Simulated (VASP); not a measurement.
**Ta2SiO3: relaxation of cell and atoms with PBE**

The system is Ta2SiO3.

```
CELL_PARAMETERS angstrom
2.88198 0.00000 0.00000
0.00000 2.88198 0.00000
0.00000 0.00000 8.72557
ATOMIC_POSITIONS crystal
Ta 0.50000 0.50000 0.32482
Ta 0.50000 0.50000 0.67518
Si 0.50000 0.50000 0.00000
O 0.00000 0.00000 0.83907
O 0.00000 0.00000 0.16093
O 0.00000 0.00000 0.50000
```

The cell was generated, and may not be a known phase.

```yaml
Program: VASP 6.6.1
Task: relaxation of cell and atoms
Functional: PBE
Potentials_or_basis: VASP PAW PBE potentials, release 64 (Ta_pv, Si, O)
Cutoff: 600 eV
k_mesh: 6 × 6 × 2
Occupations: gaussian, width 0.1 eV
Spin: no spin polarisation
Dipole_correction: no
Further_INCAR_settings: ALGO = Normal; EDIFF = 1e-07; IBRION = 2; EDIFFG = -0.04; NSW = 90; ISIF = 3
```

* Relaxed volume: 13.57 Å³/atom
* Relaxed cell: a = 2.731 Å, b = 2.731 Å, c = 10.911 Å, α = 90.00°, β = 90.00°, γ = 90.00°
* Space group after relaxing (to 0.1 Å): P4/mmm (No. 123)
* Energy gained by relaxing: 686.5 meV/atom
* Ionic steps: 36
* Pressure after relaxing: -0.2 GPa
* Largest force after relaxing: 0.036 eV/Å
* Band gap on the k mesh: zero (bands 22 and 23 overlap by 2.19 eV)

Forces in eV/Å, atoms in the order of the input:
```
Ta   0.000  0.000  0.036
Ta   0.000  0.000 -0.036
Si   0.000  0.000  0.000
O    0.000  0.000 -0.020
O    0.000  0.000  0.020
O    0.000  0.000  0.000
```

Stress tensor (GPa, compression positive):
```
-0.24  0.00  0.00
 0.00 -0.24  0.00
 0.00  0.00 -0.13
```

Step by step:
| step | energy change (eV) | largest force (eV/Å) | pressure (GPa) | volume (Å³) |
| --- | --- | --- | --- | --- |
| 1 | 0.0000 | 3.0882 | -12.75 | 72.47 |
| 2 | -1.0823 | 2.9170 | 15.44 | 62.85 |
| 3 | -1.0829 | 2.9377 | 14.97 | 62.94 |
| 4 | -1.8537 | 1.8347 | 17.84 | 63.50 |
| 5 | -1.8274 | 2.8228 | 30.63 | 64.65 |
| 6 | -2.1408 | 2.6097 | 23.12 | 64.06 |
| 7 | -2.8750 | 1.5915 | 1.40 | 70.46 |
| 8 | -2.9267 | 1.3688 | -5.01 | 73.23 |
| 9 | -3.1477 | 1.4532 | -2.84 | 72.66 |
| 10 | -3.3131 | 1.4805 | 0.93 | 71.86 |
| 11 | -3.3225 | 2.2068 | 11.75 | 70.07 |
| 12 | -3.3675 | 1.7647 | 6.76 | 70.87 |
| 13 | -3.5229 | 1.6835 | 4.36 | 71.67 |
| 14 | -3.7802 | 1.3575 | -0.62 | 74.08 |
| 15 | -3.7810 | 1.2297 | -0.29 | 73.86 |
| 16 | -3.7815 | 1.2756 | -0.41 | 73.94 |
| 17 | -3.8375 | 1.1302 | 0.22 | 74.19 |
| 18 | -3.9336 | 1.0186 | 2.52 | 74.96 |
| 19 | -4.0048 | 0.3542 | 2.03 | 75.87 |
| 20 | -4.0455 | 0.6351 | 1.67 | 77.29 |
| 21 | -4.0658 | 0.5781 | -0.21 | 78.44 |
| 22 | -4.0753 | 0.5015 | -2.44 | 79.91 |
| 23 | -4.0970 | 0.2100 | -1.55 | 80.01 |
| 24 | -4.1072 | 0.3145 | -0.38 | 80.12 |
| 25 | -4.1121 | 0.1154 | 0.80 | 79.95 |
| 26 | -4.1123 | 0.0688 | 1.08 | 79.91 |
| 27 | -4.1152 | 0.0951 | 0.39 | 80.40 |
| 28 | -4.1155 | 0.1391 | 0.08 | 80.62 |
| 29 | -4.1164 | 0.0449 | -0.24 | 80.82 |
| 30 | -4.1165 | 0.0627 | -0.43 | 80.94 |
| 31 | -4.1172 | 0.0683 | -0.22 | 80.93 |
| 32 | -4.1178 | 0.0797 | 0.22 | 80.90 |
| 33 | -4.1183 | 0.0542 | 0.24 | 80.99 |
| 34 | -4.1185 | 0.0512 | 0.26 | 81.10 |
| 35 | -4.1190 | 0.0403 | -0.07 | 81.32 |
| 36 | -4.1190 | 0.0360 | -0.20 | 81.40 |

Final structure:
```
CELL_PARAMETERS angstrom
2.73139 0.00000 0.00000
0.00000 2.73139 0.00000
0.00000 0.00000 10.91096
ATOMIC_POSITIONS crystal
Ta 0.50000 0.50000 0.36845
Ta 0.50000 0.50000 0.63155
Si 0.50000 0.50000 0.00000
O 0.00000 0.00000 0.72397
O 0.00000 0.00000 0.27603
O 0.00000 0.00000 0.50000
```

Levels at points of the mesh, in eV from the Fermi level:
| k point | band 19 | band 20 | band 21 | band 22 | band 23 | band 24 | band 25 | band 26 |
| --- | --- | --- | --- | --- | --- | --- | --- | --- |
| (0.00, 0.00, 0.00) | -4.42 | -4.42 | -4.21 | -1.40 | -0.94 | 1.75 | 2.37 | 3.94 |
| (0.50, 0.00, 0.00) | -3.95 | -3.39 | -2.30 | -1.82 | -0.13 | 1.25 | 1.89 | 2.44 |
| (0.50, 0.50, 0.00) | -1.88 | -1.24 | -0.92 | -0.92 | 2.32 | 2.32 | 2.60 | 3.19 |
| (0.00, 0.00, 0.50) | -4.42 | -4.31 | -4.21 | -1.81 | -0.89 | 2.20 | 2.33 | 3.94 |
| (0.50, 0.00, 0.50) | -4.28 | -3.24 | -2.42 | -1.65 | -0.13 | 1.23 | 1.89 | 2.46 |
| (0.50, 0.50, 0.50) | -1.78 | -1.40 | -0.92 | -0.92 | 2.32 | 2.32 | 3.21 | 3.33 |

Wall time 23 min on 1 thread of Intel(R) Xeon(R) Platinum 8259CL CPU @ 2.50GHz (Skylake/Cascade Lake), with other jobs on the host, peak memory 0.23 GiB.

Caveat: the k points lie up to 0.38 Å⁻¹ apart in the final cell, too coarse for converged energies and pressures of a metal; a cell axis changed by over 15 % at a fixed basis, so the end point is rough; spin-orbit coupling is left out, which moves the levels of the heavy elements.
